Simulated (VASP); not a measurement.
# Mg31SbO32 (a cell with a defect) in VASP: single point with PBEsol

Aim: the single point of Mg31SbO32 (a cell with a defect) with PBEsol.

Program: VASP 6.6.1. These are calculated values, not measurements. Logs are shortened: lines on timing, memory, paths and dates and some standing lists are left out, and cuts for length are marked.

## (1) The cell of the first run

The cell holds a defect, 64 atoms: a = 8.429 Å, b = 8.429 Å, c = 8.429 Å, α = 90.00°, β = 90.00°, γ = 90.00°.

## (2) Single point, PBEsol

File INCAR:

```
PREC     = Accurate       # precision mode
ENCUT    = 520            # plane-wave cutoff, eV
EDIFF    = 1E-6           # SCF threshold, eV
ISMEAR   = -1             # smearing method
SIGMA    = 0.05           # smearing width, eV
LREAL    = Auto         
LASPH    = True           # aspherical terms in the spheres
NELM     = 120            # most SCF steps
ALGO     = Normal         # electronic algorithm
ISIF     = 2              # what is computed and relaxed
LWAVE    = False          # write WAVECAR
LCHARG   = False          # write CHGCAR
GGA      = PS             # functional
NBANDS   = 168            # bands
NELECT   = 258.0        
ISYM     = 0            
GGA_COMPAT= False
```

File KPOINTS:

```
Automatic mesh
0
Gamma
  1 1 1
  0.25 0.25 0.25
```

File POSCAR:

```
Mg31SbO32
1.0
    8.4288080000      0.0000000000      0.0000000000
    0.0000000000      8.4288080000      0.0000000000
    0.0000000000      0.0000000000      8.4288080000
O Mg Sb
32 31 1
Direct
    0.2497770000      0.9998250000      0.0000760000
    0.2486130000      0.0000030000      0.5000040000
    0.2486570000      0.4998670000      0.9999480000
    0.2368020000      0.4997420000      0.5003100000
    0.7501740000      0.9998380000      0.0000400000
    0.7512200000      0.9999580000      0.4999860000
    0.7512470000      0.4998580000      0.9998910000
    0.7630050000      0.4995620000      0.5001550000
    0.9999620000      0.2496410000      0.0000760000
    0.9999350000      0.2485530000      0.5000280000
    0.9999150000      0.7500340000      0.9999830000
    0.9999160000      0.7510760000      0.5000440000
    0.4999570000      0.2485860000      0.9998770000
    0.5000330000      0.2372000000      0.5002720000
    0.4999950000      0.7510920000      0.9999500000
    0.4997910000      0.7634210000      0.5001300000
    0.9999680000      0.9998350000      0.2498560000
    0.9999190000      0.9998170000      0.7502220000
    0.9999800000      0.4998550000      0.2487500000
    0.9999370000      0.4998490000      0.7513030000
    0.4999900000      0.9999850000      0.2487730000
    0.4999450000      0.9999870000      0.7512910000
    0.5000330000      0.4996640000      0.2365050000
    0.4998100000      0.4997190000      0.7627200000
    0.2510420000      0.2509930000      0.2511310000
    0.2509450000      0.2508750000      0.7490400000
    0.2510150000      0.7487450000      0.2511050000
    0.2510000000      0.7488840000      0.7489910000
    0.7489000000      0.2509210000      0.2510690000
    0.7489510000      0.2508810000      0.7490380000
    0.7488820000      0.7487790000      0.2511140000
    0.7488490000      0.7487910000      0.7488670000
    0.9999570000      0.9998210000      0.0000380000
    0.9999810000      0.9998180000      0.4999720000
    0.9999730000      0.4998930000      0.0000730000
    0.9999510000      0.4999640000      0.4999800000
    0.5000110000      0.9998530000      0.0000670000
    0.4999870000      0.0001050000      0.4999640000
    0.4999030000      0.4998730000      0.9997890000
    0.2490200000      0.2490030000      0.9999850000
    0.2438010000      0.2439380000      0.5000840000
    0.2491170000      0.7507660000      0.0000260000
    0.2441100000      0.7558820000      0.5000520000
    0.7509280000      0.2489890000      0.9999400000
    0.7560630000      0.2439010000      0.5000250000
    0.7508240000      0.7507250000      0.0000180000
    0.7558080000      0.7559330000      0.5000390000
    0.2490950000      0.9999000000      0.2492000000
    0.2490540000      0.9999110000      0.7509110000
    0.2441240000      0.4998770000      0.2440040000
    0.2438060000      0.4998720000      0.7559690000
    0.7508420000      0.9999300000      0.2491500000
    0.7508670000      0.9999100000      0.7508990000
    0.7558110000      0.4998020000      0.2439460000
    0.7560640000      0.4998840000      0.7559560000
    0.0000130000      0.2490320000      0.2491370000
    0.9999390000      0.2490150000      0.7509170000
    0.9999640000      0.7507450000      0.2491110000
    0.9999700000      0.7507740000      0.7508830000
    0.4999910000      0.2440690000      0.2438080000
    0.4999440000      0.2437800000      0.7561390000
    0.5000060000      0.7557960000      0.2441220000
    0.4999380000      0.7560550000      0.7558260000
    0.4999590000      0.4997560000      0.5001180000
```

Potentials or basis: VASP PAW PBE potentials, release 64 (O, Mg, Sb).

Command:

```sh
$ cat potpaw_PBE.64/O/POTCAR potpaw_PBE.64/Mg/POTCAR potpaw_PBE.64/Sb/POTCAR > POTCAR
$ mpirun -np 1 vasp_std > vasp.out
```

OUTCAR:

```text
PREC = Accurate
   ENCUT = 520
   EDIFF = 1E-6
   ISMEAR = -1
   LREAL = Auto
   LASPH = True
   NELM = 120
   ISIF = 2
   GGA = PS
   NELECT = 258.0
   ISYM = 0

 ion  position               nearest neighbor table
   1  0.250  1.000  0.000-  42 2.10  48 2.10  49 2.10  40 2.10  33 2.11  37 2.11
   2  0.249  0.000  0.500-  41 2.06  43 2.06  34 2.10  48 2.11  49 2.11  38 2.12
   3  0.249  0.500  1.000-  51 2.06  50 2.06  35 2.10  40 2.11  42 2.11  39 2.12
   4  0.237  0.500  0.500-  36 2.00  51 2.16  41 2.16  43 2.16  50 2.16  64 2.22
   5  0.750  1.000  0.000-  52 2.10  46 2.10  53 2.10  44 2.10  33 2.11  37 2.11
   6  0.751  1.000  0.500-  45 2.06  47 2.06  34 2.10  52 2.11  53 2.11  38 2.12
[... 73 lines left out ...]
                            50 2.95  54 2.95  40 2.97  48 2.97  52 2.97  44 2.97  33 2.97  35 2.98
  57  1.000  0.249  0.751-   9 2.10  18 2.10  20 2.11  10 2.11  30 2.12  26 2.12  41 2.95  51 2.95
                            55 2.95  45 2.95  44 2.97  40 2.97  53 2.97  49 2.97  33 2.97  35 2.98
  58  1.000  0.751  0.249-  17 2.10  11 2.10  19 2.11  12 2.12  27 2.12  31 2.12  50 2.95  47 2.95
                            43 2.95  54 2.95  33 2.97  46 2.97  42 2.97  48 2.97  52 2.97  35 2.98
  59  1.000  0.751  0.751-  18 2.10  11 2.10  12 2.11  20 2.12  28 2.12  32 2.12  51 2.95  55 2.95
                            43 2.95  47 2.95  33 2.97  49 2.97  53 2.97  46 2.97  42 2.97  34 2.98
  60  0.500  0.244  0.244-  13 2.06  21 2.06  29 2.10  25 2.10  23 2.16  14 2.16  37 2.91  40 2.95
                            44 2.95  52 2.95  48 2.95  39 2.98  38 2.98  54 3.05  50 3.05  64 3.05
  61  0.500  0.244  0.756-  13 2.05  22 2.06  26 2.10  30 2.10  14 2.16  24 2.16  37 2.91  49 2.95
                            40 2.95  44 2.95  53 2.95  39 2.98  38 2.98  64 3.05  41 3.05  55 3.05
  62  0.500  0.756  0.244-  15 2.06  21 2.06  31 2.10  27 2.10  16 2.16  23 2.16  37 2.91  46 2.95
                            52 2.95  42 2.95  48 2.95  38 2.98  39 2.98  47 3.05  54 3.05  50 3.05
  63  0.500  0.756  0.756-  22 2.06  15 2.06  32 2.10  28 2.10  16 2.16  24 2.16  37 2.91  49 2.95
                            53 2.95  42 2.95  46 2.95  38 2.98  39 2.98  43 3.05  47 3.05  64 3.05
  64  0.500  0.500  0.500-  14 2.21  24 2.21   8 2.22   4 2.22  23 2.22  16 2.22  55 3.05  50 3.05
                            45 3.05  43 3.05  41 3.05  61 3.05  60 3.05  51 3.05  63 3.05  54 3.05

IMPORTANT INFORMATION: All symmetrisations will be switched off!
NOSYMM: (Re-)initialisation of all symmetry stuff for point group C_1.

----------------------------------------------------------------------------------------

                                     Primitive cell

  volume of cell :     598.8230

  direct lattice vectors                    reciprocal lattice vectors
     8.428808000  0.000000000  0.000000000     0.118640738  0.000000000  0.000000000
     0.000000000  8.428808000  0.000000000     0.000000000  0.118640738  0.000000000
     0.000000000  0.000000000  8.428808000     0.000000000  0.000000000  0.118640738

  length of vectors
     8.428808000  8.428808000  8.428808000     0.118640738  0.118640738  0.118640738

  position of ions in fractional coordinates (direct lattice)
     0.249777000  0.999825000  0.000076000
     0.248613000  0.000003000  0.500004000
     0.248657000  0.499867000  0.999948000
     0.236802000  0.499742000  0.500310000
     0.750174000  0.999838000  0.000040000
     0.751220000  0.999958000  0.499986000
[... 56 lines left out ...]
     0.499938000  0.756055000  0.755826000
     0.499959000  0.499756000  0.500118000

  ion indices of the primitive-cell ions
   primitive index   ion index
                 1           1
                 2           2
                 3           3
                 4           4
                 5           5
                 6           6
[... 56 lines left out ...]
                63          63
                64          64

----------------------------------------------------------------------------------------

 KPOINTS: Automatic mesh

Automatic generation of k-mesh.
 Grid dimensions read from file:
 generate k-points for:    1    1    1

 Generating k-lattice:

  Cartesian coordinates                     Fractional coordinates (reciprocal lattice)
     0.118640738  0.000000000  0.000000000     1.000000000  0.000000000  0.000000000
     0.000000000  0.118640738  0.000000000     0.000000000  1.000000000  0.000000000
     0.000000000  0.000000000  0.118640738     0.000000000  0.000000000  1.000000000

  Length of vectors
     0.118640738  0.118640738  0.118640738

  Shift w.r.t. Gamma in fractional coordinates (k-lattice)
     0.250000000  0.250000000  0.250000000

 Subroutine IBZKPT returns following result:
 ===========================================

 Found      4 irreducible k-points:

 Following reciprocal coordinates:
            Coordinates               Weight
  0.250000  0.250000  0.250000      2.000000
 -0.250000  0.250000  0.250000      2.000000
 -0.250000 -0.250000  0.250000      2.000000
  0.250000 -0.250000  0.250000      2.000000
   k-points           NKPTS =      4   k-points in BZ     NKDIM =      4   number of bands    NBANDS=    168
   number of dos      NEDOS =    301   number of ions     NIONS =     64
   total plane-waves  NPLWV = 262144
   dimension x,y,z NGX =    64 NGY =   64 NGZ =   64
   dimension x,y,z NGXF=   128 NGYF=  128 NGZF=  128
   ions per type =              32  31   1
   NGX,Y,Z   is equivalent  to a cutoff of  12.62, 12.62, 12.62 a.u.
   NGXF,Y,Z  is equivalent  to a cutoff of  25.25, 25.25, 25.25 a.u.
 SYSTEM =  unknown system
   PREC   = accura    normal or accurate (medium, high low for compatibility)
   ISTART =      0    job   : 0-new  1-cont  2-samecut
   ICHARG =      2    charge: 1-file 2-atom 10-const
   ISPIN  =      1    spin polarized calculation?
   LNONCOLLINEAR =      F non collinear calculations
   LSORBIT =      F    spin-orbit coupling
   LASPH  =      T    aspherical Exc in radial PAW
   ENCUT  =  520.0 eV  38.22 Ry    6.18 a.u.  15.67 15.67 15.67*2*pi/ulx,y,z
   NELM   =    120;   NELMIN=  2; NELMDL= -5     # of ELM steps
   EDIFF  = 0.1E-05   stopping-criterion for ELM
   LREAL  =      T    real-space projection
   EDIFFG = 0.1E-04   stopping-criterion for IOM
   NSW    =      0    number of steps for IOM
   IBRION =     -1    ionic relax: 0-MD 1-quasi-New 2-CG
   NFREE  =      0    steps in history (QN), initial steepest desc. (CG)
   ISIF   =      2    stress and relaxation
   ISYM   =      0    0-nonsym 1-usesym 2-fastsym
   POTIM  = 0.5000    time-step for ionic-motion
   TEBEG  =    0.0;   TEEND  =   0.0 temperature during run
   PSTRESS=    0.0 pullay stress
   NELECT =     258.0000    total number of electrons
   NUPDOWN=      -1.0000    fix difference up-down
   EMIN   =  10.00;   EMAX   =-10.00  energy-range for DOS
   EFERMI =   0.00;   METHOD = LEGACY
   ISMEAR =    -1;   SIGMA  =   0.05  broadening in eV -4-tet -1-fermi 0-gaus
   EFERMI_NEDOS =   21; number of points for ismear=-14 and -15
   IALGO  =     38    algorithm
   IMIX   =      4    mixing-type and parameters
     AMIX     =   0.40;   BMIX     =  1.00
     AMIX_MAG =   1.60;   BMIX_MAG =  1.00
  volume/ion in A,a.u.               =       9.36        63.14
  Fermi-wavevector in a.u.,A,eV,Ry     =   1.236465  2.336580 20.801216  1.528846
  Thomas-Fermi vector in A             =   2.371073
   LORBIT       =      0    0 simple, 1 ext, 2 COOP (PROOUT), +10 PAW based schemes
   GGA     = PS    functional components
   LHFCALC =     F    Hartree Fock is set to
   AEXX    =    0.0000 exact exchange contribution
   IVDW    =     0    specifies the selected vdW correction
   LEPSILON=     F    determine dielectric tensor
   LRPA    =     F    only Hartree local field effects (RPA)
 non-spin polarized calculation
  energy-cutoff  :      520.00
  volume of cell :      598.82
 maximum number of plane-waves:     16125
 NGX is ok and might be reduce to    64
   NGX = 31   NGY = 31   NGZ = 31

 number of electron     257.9999933 magnetization

 Free energy of the ion-electron system (eV)
  ---------------------------------------------------
  ext. energy  EPLUGINS =         0.00000000
  ---------------------------------------------------
  free energy    TOTEN  =      -402.94337217 eV

  energy without entropy =     -402.94337217  energy(sigma->0) =     -402.94337217

 E-fermi :   6.5554     XC(G=0): -11.3652

 val. band max:        5.3478327862   @ k =  -0.2500   0.2500   0.2500
 cond. band min:       8.8078261197   @ k =   0.2500   0.2500   0.2500
 fundamental gap:      3.4599933334
 Fermi energy:         6.5554278588

 k-point     1 :       0.2500    0.2500    0.2500
  band No.  band energies     occupation
      1     -14.0772      2.00000
      2     -13.5174      2.00000
      3     -13.4764      2.00000
      4     -13.4754      2.00000
      5     -13.1947      2.00000
      6     -13.0600      2.00000
[... 565 lines left out ...]
    140      11.6295      0.00000
    141      12.1747      0.00000
 [bands above 141 left out]

------------------------ aborting loop because EDIFF is reached ----------------------------------------

  FORCE on cell =-STRESS in cart. coord.  units (eV):
  Direction    XX          YY          ZZ          XY          YZ          ZX
  --------------------------------------------------------------------------------------
  -------------------------------------------------------------------------------------
  Total        4.7018424      4.6970027      4.7034112     -0.0102244      0.0020989     -0.0100796
  in kB       12.5799863     12.5670375     12.5841837     -0.0273559      0.0056156     -0.0269683
  external PRESSURE =      12.5770692 kB  Pullay stress =       0.0000000 kB

 VOLUME and BASIS-vectors are now :
 -----------------------------------------------------------------------------
  energy-cutoff  :      520.00
  volume of cell :      598.82
      direct lattice vectors                 reciprocal lattice vectors
     8.428808000  0.000000000  0.000000000     0.118640738  0.000000000  0.000000000
     0.000000000  8.428808000  0.000000000     0.000000000  0.118640738  0.000000000
     0.000000000  0.000000000  8.428808000     0.000000000  0.000000000  0.118640738

 POSITION                                       TOTAL-FORCE (eV/Angst)
 -----------------------------------------------------------------------------------
      2.10532      8.42733      0.00064         0.004209      0.004782     -0.000765
      2.09551      0.00003      4.21444        -0.004798     -0.003000      0.000761
      2.09588      4.21328      8.42837        -0.009441      0.000227     -0.000559
      1.99596      4.21223      4.21702         0.050605      0.001684     -0.011251
      6.32307      8.42744      0.00034        -0.005719      0.001563     -0.001058
      6.33189      8.42845      4.21429         0.012511     -0.000575      0.002004
[... 56 lines left out ...]
      4.21388      6.37264      6.37071        -0.001827      0.008593      0.018055
      4.21406      4.21235      4.21540        -0.004129      0.007110     -0.006965
 -----------------------------------------------------------------------------------
    total drift:                                0.004479     -0.000981      0.006281

  FREE ENERGIE OF THE ION-ELECTRON SYSTEM (eV)
  ---------------------------------------------------
  free  energy   TOTEN  =      -402.9433721717 eV

  energy  without entropy=     -402.9433721716  energy(sigma->0) =     -402.94337217
```

Wall time 31 min (1 thread of Intel Xeon 8259CL, shared host); peak memory 0.69 GiB.

What came out:

| Quantity | Value |
| --- | --- |
| Free energy | -402.9434 eV |
| Largest force | 0.067 eV/Å |

Forces on the atoms (eV/Å):
```
O    0.004  0.005 -0.001
O   -0.005 -0.003  0.001
O   -0.009  0.000 -0.001
O    0.051  0.002 -0.011
O   -0.006  0.002 -0.001
O    0.013 -0.001  0.002
O    0.010  0.000  0.001
O   -0.042  0.014 -0.004
O    0.002  0.007 -0.003
O    0.001 -0.007 -0.001
O    0.004 -0.001  0.004
O    0.001  0.016 -0.002
O    0.000 -0.011  0.006
O   -0.005  0.027 -0.010
O   -0.002  0.016 -0.003
O    0.009 -0.067 -0.003
O    0.001  0.003  0.001
O    0.003  0.005 -0.005
O   -0.002  0.001 -0.011
O    0.000  0.002  0.012
O   -0.002  0.000 -0.014
O    0.002 -0.003  0.013
O   -0.003  0.007  0.064
O    0.008  0.005 -0.029
O    0.009  0.005  0.005
O    0.007  0.007 -0.009
O    0.012 -0.005  0.008
O    0.007 -0.010 -0.008
O   -0.006  0.006  0.004
O   -0.008  0.007 -0.010
O   -0.009 -0.008  0.009
O   -0.008 -0.006 -0.004
Mg   0.001  0.002  0.000
Mg  -0.003  0.003  0.004
Mg  -0.001  0.000 -0.004
Mg  -0.004 -0.006  0.001
Mg  -0.004  0.001 -0.003
Mg  -0.004  0.004  0.003
Mg   0.004  0.001 -0.002
Mg   0.006  0.000  0.002
Mg  -0.008 -0.012  0.000
Mg   0.001 -0.004 -0.002
Mg  -0.020  0.015  0.000
Mg  -0.007  0.002  0.005
Mg   0.012 -0.012  0.002
Mg  -0.003 -0.003 -0.003
Mg   0.015  0.010 -0.002
Mg   0.003  0.000  0.000
Mg   0.002 -0.001 -0.002
Mg  -0.018 -0.001 -0.012
Mg  -0.009  0.000  0.014
Mg  -0.002 -0.001  0.002
Mg  -0.003 -0.002 -0.003
Mg   0.018  0.001 -0.011
Mg   0.009 -0.003  0.013
Mg  -0.004  0.000  0.005
Mg   0.000 -0.002 -0.004
Mg  -0.001 -0.006  0.006
Mg  -0.002 -0.004 -0.002
Mg  -0.001 -0.017 -0.007
Mg   0.000 -0.008  0.006
Mg  -0.003  0.014 -0.016
Mg  -0.002  0.009  0.018
Sb  -0.004  0.007 -0.007
```

Levels at points of the mesh, in eV from the Fermi level:
```csv
k point,band 126,band 127,band 128,band 129,band 130,band 131,band 132,band 133
"(0.25, 0.25, 0.25)",-3.56,-3.28,-3.28,-1.21,2.25,2.51,2.52,2.94
```

Caveat: the cell carries a net charge on a neutralising background, which shifts energy and pressure; the cell is charged against a uniform background, so pressure and absolute levels hang on convention; the PAW data sets were made with another functional, which shifts forces and pressure a little; spin-orbit coupling is left out, which moves the levels of the heavy elements.
